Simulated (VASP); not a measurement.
## BN (Qingsongite): single point with PBE

BN (Qingsongite):

```
B N
1.0
     0.00000    1.80750    1.78943
     1.80750    0.00000    1.78943
     1.80750    1.80750    0.00000
B N
1 1
Direct
  0.00000 0.00000 0.00000
  0.25000 0.25000 0.25000
```

This cell differs from its parent crystal: z stretched by -1 %, then relaxed in part.

| Property | Result |
| --- | --- |
| Program | VASP 6.6.1 |
| Task | single point |
| Functional | PBE |
| Potentials or basis | VASP PAW PBE potentials, release 64 (B, N) |
| Cutoff | 520 eV |
| k mesh | 14 × 14 × 14 |
| Occupations | fermi-dirac, width 0.02 eV |
| Spin | no spin polarisation |
| Dipole correction | no |
| Further INCAR settings | ALGO = Normal; EDIFF = 1e-06; NBANDS = 11 |

```
Pressure               : 7.2 GPa
Band gap on the k mesh : 4.29 eV, indirect (least direct gap 8.76 eV)
```

Stress tensor (GPa, compression positive):
```
 5.19  0.00  0.00
 0.00  5.19  0.00
 0.00  0.00 11.35
```

Levels at points of the mesh, in eV from the valence-band top:
| k point | band 1 | band 2 | band 3 | band 4 | band 5 | band 6 | band 7 | band 8 |
| --- | --- | --- | --- | --- | --- | --- | --- | --- |
| (0.00, 0.00, 0.00) | -20.41 | -0.10 | -0.10 | 0.00 | 8.76 | 8.83 | 8.83 | 10.45 |
| (0.50, 0.00, 0.00) | -16.15 | -10.85 | -2.10 | -1.95 | 10.16 | 10.64 | 10.81 | 15.30 |
| (0.50, 0.50, 0.00) | -14.69 | -8.95 | -5.11 | -5.11 | 4.29 | 9.06 | 18.02 | 18.02 |
| (0.50, 0.00, 0.50) | -14.80 | -9.10 | -4.97 | -4.97 | 4.46 | 9.30 | 17.92 | 18.07 |

It took 16 s on 1 thread of Intel(R) Xeon(R) Platinum 8488C (Sapphire Rapids), with other jobs on the host, peak memory 0.14 GiB.

Caveat: the cell differs from its parent crystal (z stretched by -1 %, then relaxed in part). A k mesh can miss the band edges.
